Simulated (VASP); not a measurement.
# GaH3 (P6_3/mmc) in VASP: further runs

GaH3 is run at these levels: PBE; tasks: relaxation of cell and atoms.

Everything below comes from runs of VASP 6.6.1. Logs are shortened: lines on timing, memory, paths and dates and some standing lists are left out, and cuts for length are marked.

### Step 1. The cell of the first run

The structure is hexagonal, space group P6_3/mmc (No. 194). Conventional cell: a = 5.329 Å, b = 5.329 Å, c = 4.157 Å, α = 90.00°, β = 90.00°, γ = 120.00°. Ga (site symmetry -6m2) has 12 H at 2.53 to 2.67 Å within 3.3 Å. H (site symmetry mm2) has 8 H at 2.49 to 2.84 Å and 4 Ga at 2.53 to 2.67 Å within 3.3 Å.

The cell was generated, and may not be a known phase.

### Step 2. Relaxation of cell and atoms, PBE

Contents of INCAR:

```
  PREC = Accurate
  ENCUT = 600
  EDIFF = 1E-6
  ISMEAR = 0
  SIGMA = 0.1
  LREAL = False
  LASPH = True
  NELM = 100
  ALGO = Normal
  ISIF = 3
  LWAVE = False
  LCHARG = False
  GGA = PE
  IBRION = 2
  NSW = 90
  EDIFFG = -0.04
```

Contents of KPOINTS:

```
Automatic mesh
0
Gamma
  6 6 4
```

Contents of POSCAR:

```
GaH3
1.0
    5.3286216400      0.0000000000      0.0000000000
   -2.6643108200      4.6147217100      0.0000000000
    0.0000000000      0.0000000000      4.1570179000
Ga H
2 6
Direct
    0.6666666700      0.3333333300      0.2500000000
    0.3333333300      0.6666666700      0.7500000000
    0.1774635600      0.3549271200      0.2500000000
    0.1774635600      0.8225364400      0.2500000000
    0.6450728800      0.8225364400      0.2500000000
    0.3549271200      0.1774635600      0.7500000000
    0.8225364400      0.1774635600      0.7500000000
    0.8225364400      0.6450728800      0.7500000000
```

Potentials or basis: VASP PAW PBE potentials, release 64 (Ga_d, H).

Run with:

```
cat potpaw_PBE.64/Ga_d/POTCAR potpaw_PBE.64/H/POTCAR > POTCAR
mpirun -np 1 vasp_std > vasp.out
```

OUTCAR:

```text
PREC = Accurate
   ENCUT = 600
   EDIFF = 1E-6
   ISMEAR = 0
   LREAL = False
   LASPH = True
   NELM = 100
   ISIF = 3
   GGA = PE
   IBRION = 2
   NSW = 90
   EDIFFG = -0.04

 ion  position               nearest neighbor table
   1  0.667  0.333  0.250-
   2  0.333  0.667  0.750-
   3  0.177  0.355  0.250-
   4  0.177  0.823  0.250-
   5  0.645  0.823  0.250-
   6  0.355  0.177  0.750-
   7  0.823  0.177  0.750-
   8  0.823  0.645  0.750-

  LATTYP: Found a hexagonal cell.
 ALAT       =     5.3286216400
 C/A-ratio  =     0.7801300563

  Lattice vectors:

 A1 = (   5.3286216400,   0.0000000000,   0.0000000000)
 A2 = (  -2.6643108200,   4.6147217100,   0.0000000000)
 A3 = (   0.0000000000,   0.0000000000,   4.1570179000)

Analysis of symmetry for initial positions (statically):
=====================================================================
 Subroutine PRICEL returns:
 Original cell was already a primitive cell.

 Routine SETGRP: Setting up the symmetry group for a
 hexagonal supercell.

 Subroutine GETGRP returns: Found 24 space group operations
 (whereof 12 operations were pure point group operations)
 out of a pool of 24 trial point group operations.

The static configuration has the point symmetry D_3d.
 The point group associated with its full space group is D_6h.

Analysis of symmetry for dynamics (positions and initial velocities):
=====================================================================
 Subroutine PRICEL returns:
 Original cell was already a primitive cell.

 Routine SETGRP: Setting up the symmetry group for a
 hexagonal supercell.

 Subroutine GETGRP returns: Found 24 space group operations
 (whereof 12 operations were pure point group operations)
 out of a pool of 24 trial point group operations.

The dynamic configuration has the point symmetry D_3d.
 The point group associated with its full space group is D_6h.

 Subroutine INISYM returns: Found 24 space group operations
 (whereof 12 operations are pure point group operations),
 and found     1 'primitive' translations

----------------------------------------------------------------------------------------

                                     Primitive cell

  volume of cell :     102.2215

  direct lattice vectors                    reciprocal lattice vectors
     5.328621640  0.000000000  0.000000000     0.187665792  0.108348895  0.000000000
    -2.664310820  4.614721710  0.000000000     0.000000000  0.216697791  0.000000000
     0.000000000  0.000000000  4.157017900     0.000000000  0.000000000  0.240557059

  length of vectors
     5.328621640  5.328621642  4.157017900     0.216697791  0.216697791  0.240557059

  position of ions in fractional coordinates (direct lattice)
     0.666666670  0.333333330  0.250000000
     0.333333330  0.666666670  0.750000000
     0.177463560  0.354927120  0.250000000
     0.177463560  0.822536440  0.250000000
     0.645072880  0.822536440  0.250000000
     0.354927120  0.177463560  0.750000000
     0.822536440  0.177463560  0.750000000
     0.822536440  0.645072880  0.750000000

  ion indices of the primitive-cell ions
   primitive index   ion index
                 1           1
                 2           2
                 3           3
                 4           4
                 5           5
                 6           6
                 7           7
                 8           8

----------------------------------------------------------------------------------------

 KPOINTS: Automatic mesh

Automatic generation of k-mesh.
 Grid dimensions read from file:
 generate k-points for:    6    6    4

 Generating k-lattice:

  Cartesian coordinates                     Fractional coordinates (reciprocal lattice)
     0.031277632  0.018058149  0.000000000     0.166666667  0.000000000  0.000000000
     0.000000000  0.036116298  0.000000000     0.000000000  0.166666667  0.000000000
     0.000000000  0.000000000  0.060139265     0.000000000  0.000000000  0.250000000

  Length of vectors
     0.036116298  0.036116298  0.060139265

  Shift w.r.t. Gamma in fractional coordinates (k-lattice)
     0.000000000  0.000000000  0.000000000

 Subroutine IBZKPT returns following result:
 ===========================================

 Found     21 irreducible k-points:

 Following reciprocal coordinates:
            Coordinates               Weight
  0.000000  0.000000  0.000000      1.000000
  0.166667  0.000000  0.000000      6.000000
  0.333333  0.000000  0.000000      6.000000
  0.500000  0.000000  0.000000      3.000000
  0.166667  0.166667  0.000000      6.000000
  0.333333  0.166667  0.000000     12.000000
[... 13 lines left out ...]
  0.333333  0.166667  0.500000     12.000000
  0.333333  0.333333  0.500000      2.000000
   k-points           NKPTS =     21   k-points in BZ     NKDIM =     21   number of bands    NBANDS=     21
   number of dos      NEDOS =    301   number of ions     NIONS =      8
   total plane-waves  NPLWV =  82944
   dimension x,y,z NGX =    48 NGY =   48 NGZ =   36
   dimension x,y,z NGXF=    96 NGYF=   96 NGZF=   72
   ions per type =               2   6
   NGX,Y,Z   is equivalent  to a cutoff of  14.98, 14.98, 14.40 a.u.
   NGXF,Y,Z  is equivalent  to a cutoff of  29.95, 29.95, 28.79 a.u.
 SYSTEM =  unknown system
   PREC   = accura    normal or accurate (medium, high low for compatibility)
   ISTART =      0    job   : 0-new  1-cont  2-samecut
   ICHARG =      2    charge: 1-file 2-atom 10-const
   ISPIN  =      1    spin polarized calculation?
   LNONCOLLINEAR =      F non collinear calculations
   LSORBIT =      F    spin-orbit coupling
   LASPH  =      T    aspherical Exc in radial PAW
   ENCUT  =  600.0 eV  44.10 Ry    6.64 a.u.  10.64 10.64  8.30*2*pi/ulx,y,z
   NELM   =    100;   NELMIN=  2; NELMDL= -5     # of ELM steps
   EDIFF  = 0.1E-05   stopping-criterion for ELM
   LREAL  =      F    real-space projection
   EDIFFG = -.4E-01   stopping-criterion for IOM
   NSW    =     90    number of steps for IOM
   IBRION =      2    ionic relax: 0-MD 1-quasi-New 2-CG
   NFREE  =      1    steps in history (QN), initial steepest desc. (CG)
   ISIF   =      3    stress and relaxation
   ISYM   =      2    0-nonsym 1-usesym 2-fastsym
   POTIM  = 0.5000    time-step for ionic-motion
   TEBEG  =    0.0;   TEEND  =   0.0 temperature during run
   PSTRESS=    0.0 pullay stress
   NELECT =      32.0000    total number of electrons
   NUPDOWN=      -1.0000    fix difference up-down
   EMIN   =  10.00;   EMAX   =-10.00  energy-range for DOS
   EFERMI =   0.00;   METHOD = LEGACY
   ISMEAR =     0;   SIGMA  =   0.10  broadening in eV -4-tet -1-fermi 0-gaus
   EFERMI_NEDOS =   21; number of points for ismear=-14 and -15
   IALGO  =     38    algorithm
   IMIX   =      4    mixing-type and parameters
     AMIX     =   0.40;   BMIX     =  1.00
     AMIX_MAG =   1.60;   BMIX_MAG =  1.00
  volume/ion in A,a.u.               =      12.78        86.23
  Fermi-wavevector in a.u.,A,eV,Ry     =   1.111589  2.100598 16.811754  1.235629
  Thomas-Fermi vector in A             =   2.248153
   LORBIT       =      0    0 simple, 1 ext, 2 COOP (PROOUT), +10 PAW based schemes
   GGA     = PE    functional components
   LHFCALC =     F    Hartree Fock is set to
   AEXX    =    0.0000 exact exchange contribution
   IVDW    =     0    specifies the selected vdW correction
   LEPSILON=     F    determine dielectric tensor
   LRPA    =     F    only Hartree local field effects (RPA)
 conjugate gradient relaxation of ions
 non-spin polarized calculation
 Gauss-broadening in eV      SIGMA  =   0.10
  energy-cutoff  :      600.00
  volume of cell :      102.22
 maximum number of plane-waves:      3425
 NGX is ok and might be reduce to    48
   NGX = 21   NGY = 21   NGZ = 17

--------------------------------------- Ionic step        1  -------------------------------------------

 number of electron      31.9999994 magnetization

 Free energy of the ion-electron system (eV)
  ---------------------------------------------------
  ext. energy  EPLUGINS =         0.00000000
  ---------------------------------------------------
  free energy    TOTEN  =       -16.50080531 eV

  energy without entropy =      -16.48337494  energy(sigma->0) =      -16.49209013

------------------------ aborting loop because EDIFF is reached ----------------------------------------

  FORCE on cell =-STRESS in cart. coord.  units (eV):
  Direction    XX          YY          ZZ          XY          YZ          ZX
  --------------------------------------------------------------------------------------
  -------------------------------------------------------------------------------------
  Total       -7.4640721     -7.4640722     -9.5562157     -0.0000000     -0.0000000     -0.0000000
  in kB     -116.9887541   -116.9887542   -149.7801390     -0.0000000     -0.0000000     -0.0000000
  external PRESSURE =    -127.9192158 kB  Pullay stress =       0.0000000 kB
[... 107 lines left out ...]
  FREE ENERGIE OF THE ION-ELECTRON SYSTEM (eV)
  ---------------------------------------------------
  free  energy   TOTEN  =       -19.4664636797 eV

  energy  without entropy=      -19.4475848189  energy(sigma->0) =      -19.45702425

 E-fermi :   3.8555     XC(G=0): -10.6632

 val. band max:        3.6620132662   @ k =   0.3333   0.1667   0.0000
 cond. band min:       3.9029207521   @ k =   0.1667   0.1667   0.5000
 fundamental gap:      0.2409074860
 Fermi energy:         3.8555158267

 k-point     1 :       0.0000    0.0000    0.0000
  band No.  band energies     occupation
      1     -11.5559      2.00000
      2     -11.5094      2.00000
      3     -11.0822      2.00000
      4     -11.0822      2.00000
      5     -11.0607      2.00000
      6     -11.0607      2.00000
[... 478 lines left out ...]
      5     -10.9839      2.00000
      6     -10.9839      2.00000
[... 13 lines left out ...]
     20       8.4105      0.00000
     21      10.1068      0.00000

 E-fermi :   2.9712     XC(G=0): -10.2692

 val. band max:        2.7959636686   @ k =   0.3333   0.1667   0.0000
 cond. band min:       3.0050818692   @ k =   0.1667   0.1667   0.5000
 fundamental gap:      0.2091182006
 Fermi energy:         2.9711841366

 k-point     1 :       0.0000    0.0000    0.0000
  band No.  band energies     occupation
      1     -12.1172      2.00000
      2     -12.0773      2.00000
      3     -11.7275      2.00000
      4     -11.7275      2.00000
      5     -11.7156      2.00000
      6     -11.7156      2.00000
[... 478 lines left out ...]
      5     -11.6541      2.00000
      6     -11.6541      2.00000
[... 13 lines left out ...]
     20       7.5481      0.00000
     21       9.1031      0.00000

 E-fermi :   0.3034     XC(G=0):  -8.2408

 val. band max:        0.2776345523   @ k =   0.0000   0.0000   0.5000
 cond. band min:       0.3400768428   @ k =   0.1667   0.0000   0.5000
 fundamental gap:      0.0624422906
 Fermi energy:         0.3033565007

 k-point     1 :       0.0000    0.0000    0.0000
  band No.  band energies     occupation
      1     -14.6341      2.00000
      2     -14.6322      2.00000
      3     -14.0455      2.00000
      4     -14.0455      2.00000
      5     -14.0434      2.00000
      6     -14.0434      2.00000
[... 478 lines left out ...]
      5     -13.9586      2.00000
      6     -13.9586      2.00000
[... 13 lines left out ...]
     20       4.9891      0.00000
     21       5.4619      0.00000

[... ionic steps 4 to 36 ...]

--------------------------------------- Ionic step       37  -------------------------------------------

 number of electron      31.9999984 magnetization

------------------------ aborting loop because EDIFF is reached ----------------------------------------

  FORCE on cell =-STRESS in cart. coord.  units (eV):
  Direction    XX          YY          ZZ          XY          YZ          ZX
  --------------------------------------------------------------------------------------
  -------------------------------------------------------------------------------------
  Total        0.0758562      0.0758562     -0.2213858      0.0000000     -0.0000000      0.0000000
  in kB        1.3175303      1.3175303     -3.8452037      0.0000000     -0.0000000      0.0000000
  external PRESSURE =      -0.4033811 kB  Pullay stress =       0.0000000 kB
[... 69 lines left out ...]
  energy  without entropy=      -21.7167517321  energy(sigma->0) =      -21.72777767

--------------------------------------- Ionic step       39  -------------------------------------------

 number of electron      32.0000001 magnetization

 Free energy of the ion-electron system (eV)
  ---------------------------------------------------
  ext. energy  EPLUGINS =         0.00000000
  ---------------------------------------------------
  free energy    TOTEN  =       -21.74093653 eV

  energy without entropy =      -21.71843596  energy(sigma->0) =      -21.72968624

 E-fermi :  -0.1816     XC(G=0):  -7.9166

 val. band max:       -0.1972672864   @ k =   0.0000   0.0000   0.5000
 cond. band min:      -0.1594676384   @ k =   0.1667   0.0000   0.5000
 fundamental gap:      0.0377996479
 Fermi energy:        -0.1816389862

 k-point     1 :       0.0000    0.0000    0.0000
  band No.  band energies     occupation
      1     -14.9358      2.00000
      2     -14.9333      2.00000
      3     -14.4360      2.00000
      4     -14.4360      2.00000
      5     -14.4354      2.00000
      6     -14.4354      2.00000
[... 528 lines left out ...]
  FREE ENERGIE OF THE ION-ELECTRON SYSTEM (eV)
  ---------------------------------------------------
  free  energy   TOTEN  =       -21.7409365256 eV

  energy  without entropy=      -21.7184359619  energy(sigma->0) =      -21.72968624

 reached required accuracy - stopping structural energy minimisation
```

Wall time 44 min (1 thread of Oxide Virtual Turin-like, shared host); peak memory 0.29 GiB.

Results:

* Free energy: -21.7409 eV
* Relaxed volume: 11.75 Å³/atom
* Relaxed cell: a = 6.528 Å, b = 6.528 Å, c = 2.546 Å, α = 90.00°, β = 90.00°, γ = 120.00°
* Space group after relaxing (to 0.1 Å): P6_3/mmc (No. 194)
* Pressure after relaxing: 0.1 GPa
* Band gap on the k mesh: zero (filled and empty bands touch)

Final structure:
```
Ga H
1.0
     6.52780    0.00000    0.00000
    -3.26390    5.65324    0.00000
     0.00000    0.00000    2.54639
Ga H
2 6
Cartesian
  3.2639 1.8844 0.6366
  0.0000 3.7688 1.9098
  0.0000 2.4491 0.6366
  -1.1429 4.4287 0.6366
  1.1429 4.4287 0.6366
  2.1210 1.2245 1.9098
  4.4068 1.2245 1.9098
  3.2639 3.2042 1.9098
```

Caveat: the k points lie up to 0.62 Å⁻¹ apart in the final cell; a cell axis changed by over 15 % at a fixed basis, so the end point is rough.

### Step 3. Relaxation of cell and atoms, PBE

This run uses another cell than the first one, of 14.88 Å³/atom.

Contents of INCAR:

```
SYSTEM = GaH3
PREC     = Accurate       ! precision mode
ENCUT    = 600            ! plane-wave cutoff, eV
EDIFF    = 1E-6           ! SCF threshold, eV
ISMEAR   = 0              ! smearing method
SIGMA    = 0.1            ! smearing width, eV
LREAL    = .False.        ! projectors in reciprocal space
LASPH    = .True.         ! aspherical terms in the spheres
NELM     = 100            ! most SCF steps
ALGO     = Fast           ! electronic algorithm
ISIF     = 3              ! what is computed and relaxed
LWAVE    = .False.        ! write WAVECAR
LCHARG   = .False.        ! write CHGCAR
GGA      = PE             ! functional
IBRION   = 2              ! ionic algorithm
NSW      = 100            ! ionic steps
EDIFFG   = -0.01          ! ionic threshold
```

Contents of KPOINTS:

```
Automatic mesh
0
Gamma
  6 6 16
  0 0 0
```

Contents of POSCAR:

```
GaH3
1.0
    7.4365684493      0.0000000000      0.0000000000
   -3.7182842247      6.4402571941      0.0000000000
    0.0000000000      0.0000000000      2.4861814694
Ga H
2 6
Direct
    0.6666666667      0.3333333333      0.2500000000
    0.3333333333      0.6666666667      0.7500000000
    0.2292813430      0.4585626860      0.2500000000
    0.2292813430      0.7707186570      0.2500000000
    0.5414373140      0.7707186570      0.2500000000
    0.4585626860      0.2292813430      0.7500000000
    0.7707186570      0.2292813430      0.7500000000
    0.7707186570      0.5414373140      0.7500000000
```

Potentials or basis: VASP PAW PBE potentials, release 64 (Ga_d, H).

Run with:

```
cat potpaw_PBE.64/Ga_d/POTCAR potpaw_PBE.64/H/POTCAR > POTCAR
mpirun -np 1 vasp_std > vasp.out
```

Wall time 12 min (1 thread of Oxide Virtual Turin-like, shared host); peak memory 0.35 GiB.

The run converged. Its results:

```
Free energy                           : -21.4819 eV
Relaxed volume                        : 14.95 Å³/atom
Relaxed cell                          : a = 7.420 Å, b = 7.420 Å, c = 2.508 Å, α = 90.00°, β = 90.00°, γ = 120.00°
Space group after relaxing (to 0.1 Å) : P6_3/mmc (No. 194)
Energy gained by relaxing             : 0.7 meV/atom
Ionic steps                           : 4
Pressure after relaxing               : -0.1 GPa
Band gap on the k mesh                : zero (bands 16 and 17 overlap by 0.32 eV)
```

Forces in eV/Å, atoms in the order of the input:
```
Ga   0.000  0.000  0.000
Ga   0.000  0.000  0.000
H    0.000  0.002  0.000
H    0.002 -0.001  0.000
H   -0.002 -0.001  0.000
H    0.002  0.001  0.000
H   -0.002  0.001  0.000
H    0.000 -0.002  0.000
```

Step by step:
```tsv
step	energy change (eV)	largest force (eV/Å)	pressure (GPa)	volume (Å³)
1	0.0000	0.0236	0.34	119.07
2	-0.0051	0.0198	-0.02	119.62
3	-0.0054	0.0182	-0.14	119.79
4	-0.0056	0.0024	-0.06	119.57
```

Final structure:
```cif
data_structure
_symmetry_space_group_name_H-M 'P 1'
_symmetry_Int_Tables_number 1
_cell_length_a 7.4197
_cell_length_b 7.4197
_cell_length_c 2.5080
_cell_angle_alpha 90.000
_cell_angle_beta 90.000
_cell_angle_gamma 120.000
_cell_volume 119.57
loop_
_atom_site_label
_atom_site_type_symbol
_atom_site_fract_x
_atom_site_fract_y
_atom_site_fract_z
_atom_site_occupancy
Ga1 Ga 0.66667 0.33333 0.25000 1
Ga2 Ga 0.33333 0.66667 0.75000 1
H1 H 0.22947 0.45895 0.25000 1
H2 H 0.22947 0.77053 0.25000 1
H3 H 0.54105 0.77053 0.25000 1
H4 H 0.45895 0.22947 0.75000 1
H5 H 0.77053 0.22947 0.75000 1
H6 H 0.77053 0.54105 0.75000 1
```

Levels at points of the mesh, in eV from the Fermi level:
```csv
k point,band 12,band 13,band 14,band 15,band 16,band 17,band 18,band 19,band 20,band 21
"(0.00, 0.00, 0.00)",-9.16,-4.11,-4.11,-3.91,-3.91,2.95,5.15,5.15,5.93,5.93
"(0.50, 0.00, 0.00)",-9.35,-4.40,-4.34,-3.60,-3.54,4.07,4.16,4.21,4.90,7.09
"(0.00, 0.00, 0.50)",-5.40,-1.11,-1.11,0.14,0.14,0.14,0.14,4.66,4.66,4.66
"(0.50, 0.00, 0.50)",-5.40,-1.17,-1.17,0.13,0.13,0.17,0.17,4.75,4.75,4.77
```

The gap in the log of VASP goes by the Fermi energy; the results here count the filled bands.